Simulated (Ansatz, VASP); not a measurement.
Two plane-wave programs on SiC

```xyz
4
Lattice="3.0759 0.0000 0.0000 -1.5379 2.6638 0.0000 0.0000 0.0000 5.0478" Properties=species:S:1:pos:R:3 pbc="T T T"
Si    1.5379    0.8879    4.4189
Si    0.0000    1.7759    1.8950
C     1.5379    0.8879    2.5218
C     0.0000    1.7759   -0.0021
```

Alike in both runs: functional PBEsol; k mesh 12 × 12 × 6; occupations gaussian, width 0.02 eV; no spin polarisation.

Ansatz relaxed the structure, and its values are those at the end. VASP's run is a single point on that final structure, the one shown.

|  | VASP | Ansatz |
| --- | --- | --- |
| version | VASP 6.6.1 | Ansatz 0.2.0 |
| potentials or method | VASP PAW PBE potentials, release 64 (Si, C), cutoff 520 eV | scalar-relativistic, plane waves, PAW |
| valence electrons in the cell | 16 | 16 |

```csv
,VASP,Ansatz,Ansatz less VASP
gap on the k mesh at the Fermi level (eV),2.11,2.12,+0.010
least direct gap on the mesh (eV),3.85,3.86,+0.007
pressure (GPa),0.4,0.0,-0.36
```

VASP's potentials were made for PBE, not for PBEsol.
